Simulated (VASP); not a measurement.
W, 1 atom in the cell. The structure is hexagonal, space group P6/mmm (No. 191). The conventional cell has a = 2.568 Å, b = 2.568 Å, c = 2.372 Å, α = 90.00°, β = 90.00°, γ = 120.00°. W (site symmetry 6/mmm) has 8 W at 2.37 to 2.57 Å within 3.1 Å. 

| Property | Result |
| --- | --- |
| Program | VASP 6.6.1 |
| Task | single point |
| Functional | PBEsol |
| Potentials or basis | VASP PAW PBE potentials, release 64 (W_sv) |
| Cutoff | 500 eV |
| k mesh | 17 × 17 × 16 |
| Occupations | fermi-dirac, width 0.1 eV |
| Spin | no spin polarisation |
| Dipole correction | no |
| Further INCAR settings | ALGO = Normal; EDIFF = 1e-06; NBANDS = 13 |

Potentials or basis: VASP PAW PBE potentials, release 64 (W_sv).

Run with:

```console
$ cat potpaw_PBE.64/W_sv/POTCAR > POTCAR
$ mpirun -np 1 vasp_std > vasp.out
```

Hardware: 1 thread of AMD EPYC 9R45 96-Core Processor (Zen 5) (shared host).

Question: Estimate the wall time of this run.

Answer: Wall time 18 s on 1 thread of AMD EPYC 9R45 96-Core Processor (Zen 5), on a shared host, peak memory 0.13 GiB. Counts: scf iterations 11, k points 297.
